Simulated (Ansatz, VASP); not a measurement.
## Two plane-wave programs on RbScPtC6N6

The input INCAR:

```
ALGO = Normal ; EDIFF = 1E-6
ENCUT = 520 ; GGA = PE
ISIF = 2 ; ISMEAR = 0
ISPIN = 2 ; LASPH = T
LCHARG = F ; LMAXMIX = 4
LORBIT = 11 ; LREAL = Auto
LWAVE = F ; MAGMOM = 0 0 1 0 0 0 0 0 0 0 0 0 0 0 0
NBANDS = 59 ; NELM = 150
PREC = Accurate ; SIGMA = 0.1
```

File KPOINTS:

```
k-points
0
Gamma
  4 4 4
```

POSCAR

```
RbScPtC6N6
1.0
    0.0000000000      5.4707171294      5.4707171294
    5.4707171294      0.0000000000      5.4707171294
    5.4707171294      5.4707171294      0.0000000000
Rb Sc Pt C N
1 1 1 6 6
Direct
    0.2500000000      0.2500000000      0.2500000000
    0.5000000000      0.5000000000      0.5000000000
    0.0000000000      0.0000000000      0.0000000000
    0.8103950809      0.1896049191      0.1896049191
    0.8103950809      0.1896049191      0.8103950809
    0.8103950809      0.8103950809      0.1896049191
    0.1896049191      0.8103950809      0.8103950809
    0.1896049191      0.8103950809      0.1896049191
    0.1896049191      0.1896049191      0.8103950809
    0.7031027621      0.2968972379      0.2968972379
    0.7031027621      0.2968972379      0.7031027621
    0.7031027621      0.7031027621      0.2968972379
    0.2968972379      0.7031027621      0.7031027621
    0.2968972379      0.7031027621      0.2968972379
    0.2968972379      0.2968972379      0.7031027621
```

Input for Ansatz:

```yaml
crystal:
  lattice:
    - [0.0, 5.4707171294, 5.4707171294]
    - [5.4707171294, 0.0, 5.4707171294]
    - [5.4707171294, 5.4707171294, 0.0]
  atoms:
    - { symbol: Rb, position: [0.25, 0.25, 0.25] }
    - { symbol: Sc, position: [0.5, 0.5, 0.5] }
    - { symbol: Pt, position: [0.0, 0.0, 0.0], spin: 1.0 }
    - { symbol: C, position: [0.8103950809, 0.1896049191, 0.1896049191] }
    - { symbol: C, position: [0.8103950809, 0.1896049191, 0.8103950809] }
    - { symbol: C, position: [0.8103950809, 0.8103950809, 0.1896049191] }
    - { symbol: C, position: [0.1896049191, 0.8103950809, 0.8103950809] }
    - { symbol: C, position: [0.1896049191, 0.8103950809, 0.1896049191] }
    - { symbol: C, position: [0.1896049191, 0.1896049191, 0.8103950809] }
    - { symbol: "N", position: [0.7031027621, 0.2968972379, 0.2968972379] }
    - { symbol: "N", position: [0.7031027621, 0.2968972379, 0.7031027621] }
    - { symbol: "N", position: [0.7031027621, 0.7031027621, 0.2968972379] }
    - { symbol: "N", position: [0.2968972379, 0.7031027621, 0.7031027621] }
    - { symbol: "N", position: [0.2968972379, 0.7031027621, 0.2968972379] }
    - { symbol: "N", position: [0.2968972379, 0.2968972379, 0.7031027621] }
basis:
  ecutwfc: 420
kpoints:
  mp_grid: { grid: [4, 4, 4] }
hamiltonian:
  xc: pbe
scf:
  occupations: { method: gaussian, width: 0.1 }
  lower_state_search: "off"
output:
  forces: true
  stress: true
  eigenvalues: true
  populations: true
magnetization:
  spin_polarized: true
```

Alike in both runs: task single point; functional PBE; k mesh 4 × 4 × 4; occupations gaussian, width 0.1 eV; collinear spin.

|  | VASP | Ansatz |
| --- | --- | --- |
| version | VASP 6.6.1 | Ansatz 0.2.0 |
| potentials or method | VASP PAW PBE potentials, release 64 (Rb_sv, Sc_sv, Pt, C, N), cutoff 520 eV | scalar-relativistic, plane waves, PAW |
| valence electrons in the cell | 84 | 92 |

Ansatz gave:

| Item | Value |
| --- | --- |
| gap on the k mesh at the Fermi level (eV) | none |
| pressure (GPa) | 0.3 |
| rms of the force components (eV/Å) | 0.071 |
| net moment per atom (μB) | 0.13 |
| size of the moment on the site where the two differ most (μB) | 0.35 |

Problem. Which values does VASP return?

Solution. gap on the k mesh at the Fermi level (eV): none; pressure (GPa): 0.7; rms of the force components (eV/Å): 0.110; net moment per atom (μB): 0.13; size of the moment on the site where the two differ most (μB): 0.49.

Site moments also hang on the region over which each program counts them. Atom by atom the forces differ by 0.176 eV/Å (rms over components). A gap of «none» marks a metal or a gap that the smearing closes. One of these differences is far larger than is usual between the two programs; its cause wasn't traced. VASP's potentials hold 84 valence electrons a cell and Ansatz's 92, so a difference there can come from the potentials and not from the codes.

Neither program's run includes spin-orbit coupling. Noted on VASP's run: the standard files for N, O and F lose accuracy on very short bonds.
